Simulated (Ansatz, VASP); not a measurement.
# Al in VASP and in Ansatz

```
Al
1.0
    -1.58326    1.58326    1.59122
     1.58326   -1.58326    1.59122
     1.59918    1.59918   -1.59122
Al
1
Direct
  0.00000 0.00000 0.00000
```

Alike in both runs: task single point; functional LDA; k mesh 15 × 15 × 15; occupations fermi-dirac, width 0.1 eV; no spin polarisation.

|  | VASP | Ansatz |
| --- | --- | --- |
| version | VASP 6.6.1 | Ansatz 0.2.0 |
| potentials or method | VASP PAW LDA potentials, release 64 (Al), cutoff 520 eV | plane waves, PAW |
| valence electrons in the cell | 3 | 3 |

Ansatz gave:

- pressure (GPa): 0.4
- traceless stress, the component that is largest in VASP (GPa): -0.37

What did VASP give for the same quantities?

Pressure (GPa): 0.5; traceless stress, the component that is largest in VASP (GPa): -0.38.

LDA's correlation is that of Perdew and Zunger in VASP and of Perdew and Wang (1992) in Ansatz.
